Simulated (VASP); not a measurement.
TePbS4:

```
Te Pb S
1.0
     0.00000    4.24156    4.24156
     4.24156    0.00000    4.24156
     4.24156    4.24156    0.00000
Te Pb S
1 1 4
Direct
  0.00000 0.00000 0.00000
  0.75000 0.75000 0.75000
  0.37519 0.37519 0.87442
  0.37519 0.37519 0.37519
  0.87442 0.37519 0.37519
  0.37519 0.87442 0.37519
```

- Program: VASP 6.6.1
- Task: relaxation of cell and atoms
- Functional: PBE
- Potentials or basis: VASP PAW PBE potentials, release 64 (Te, Pb_d, S)
- Cutoff: 500 eV
- k mesh: 3 × 3 × 3
- Occupations: gaussian, width 0.15 eV
- Spin: no spin polarisation

At the start: pressure -8.2 GPa; volume 25.44 Å³/atom.

Question: How do energy, volume and symmetry change on relaxing?

Answer: Over 12 steps the energy falls by 205.2 meV/atom and the volume is 20.56 Å³/atom (-19.2 %); space group F-43m (No. 216, to 0.05 Å).

The path:
| step | energy change (eV) | largest force (eV/Å) | pressure (GPa) | volume (Å³) |
| --- | --- | --- | --- | --- |
| 1 | 0.0000 | 0.2130 | -8.18 | 152.62 |
| 2 | -0.9869 | 0.4177 | -1.87 | 125.68 |
| 3 | -1.0132 | 0.4450 | -0.03 | 121.82 |
| 4 | -1.0132 | 0.4489 | 0.27 | 121.26 |
| 5 | -1.0549 | 0.4729 | 0.39 | 120.92 |
| 6 | -1.1701 | 0.3488 | 1.04 | 119.90 |
| 7 | -1.0217 | 1.0656 | 5.11 | 117.89 |
| 8 | -1.1988 | 0.1936 | 1.52 | 119.47 |
| 9 | -1.2048 | 0.0009 | 2.07 | 119.10 |
| 10 | -1.2278 | 0.0969 | 0.69 | 122.34 |
| 11 | -1.2283 | 0.1127 | 0.47 | 122.95 |
| 12 | -1.2313 | 0.0346 | 0.11 | 123.36 |

Final structure:
```cif
data_structure
_symmetry_space_group_name_H-M 'P 1'
_symmetry_Int_Tables_number 1
_cell_length_a 5.5877
_cell_length_b 5.5877
_cell_length_c 5.5877
_cell_angle_alpha 60.000
_cell_angle_beta 60.000
_cell_angle_gamma 60.000
_cell_volume 123.36
loop_
_atom_site_label
_atom_site_type_symbol
_atom_site_fract_x
_atom_site_fract_y
_atom_site_fract_z
_atom_site_occupancy
Te1 Te 0.00000 0.00000 0.00000 1
Pb1 Pb 0.75000 0.75000 0.75000 1
S1 S 0.36229 0.36229 0.91312 1
S2 S 0.36229 0.36229 0.36229 1
S3 S 0.91312 0.36229 0.36229 1
S4 S 0.36229 0.91312 0.36229 1
```

Caveat: the k points lie up to 0.46 Å⁻¹ apart in the final cell; the volume moved by over 15 % at a fixed basis, so the end points are rough; the relaxation stopped at a loose force limit of 0.08 eV/Å, so its end isn't a converged minimum.
